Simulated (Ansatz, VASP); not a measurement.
# BeS in VASP and in Ansatz

```
Be S
1.0
     0.00000    2.43431    2.43431
     2.43431    0.00000    2.43431
     2.43431    2.43431    0.00000
Be S
1 1
Direct
  0.00000 0.00000 0.00000
  0.25000 0.25000 0.25000
```

Alike in both runs: task single point; functional PBE; k mesh 10 × 10 × 10; no spin polarisation.

```csv
,VASP,Ansatz
version,VASP 6.6.1,Ansatz 0.2.0
potentials or method,"VASP PAW PBE potentials, release 64 (Be, S)","plane waves, PAW"
plane-wave cutoff (eV),520,420
occupations,"gaussian, width 0.01 eV",fixed
valence electrons in the cell,8,8
```

```csv
,VASP,Ansatz,Ansatz less VASP
gap on the k mesh at the Fermi level (eV),3.14,3.14,-0.001
pressure (GPa),0.4,0.4,-0.01
```
